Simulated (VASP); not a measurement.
A run of VASP 6.6.1 is set up as follows.

Contents of INCAR:

```
PREC = Accurate
ENCUT = 500
EDIFF = 1E-6
ISMEAR = 0
SIGMA = 0.01
LREAL = F
LASPH = T
NELM = 120
ALGO = Normal
ISIF = 2
LWAVE = F
LCHARG = F
GGA = CA
NBANDS = 19
GGA_COMPAT = F
```

The input KPOINTS:

```
regular mesh
0
Gamma
  8 8 4
```

File POSCAR:

```
ZrS2
1.0
    3.6310956726      0.0000000000      0.0000000000
   -1.8155478363      3.1446210960      0.0000000000
    0.0000000000      0.0000000000      5.6324185779
Zr S
1 2
Direct
    0.0000000000      0.0000000000      0.0000000000
    0.6666666667      0.3333333333      0.7454196068
    0.3333333333      0.6666666667      0.2545803932
```

Potentials or basis: VASP PAW LDA potentials, release 64 (Zr_sv, S).

Run with:

```console
$ cat potpaw_LDA.64/Zr_sv/POTCAR potpaw_LDA.64/S/POTCAR > POTCAR
$ mpirun -np 1 vasp_std > vasp.out
```

What does it give for the largest force?

0.019 eV/Å.

Predict the pressure.

-1.0 GPa.

Estimate the band gap on the k mesh.

0.53 eV (least direct gap 1.24 eV).

Forces on the atoms (eV/Å):
```
Zr   0.000  0.000  0.000
S    0.000  0.000 -0.019
S    0.000  0.000  0.019
```

Caveat: the cell differs from its parent crystal (in-plane strain +0.01, then relaxed in part). A k mesh can miss the band edges.
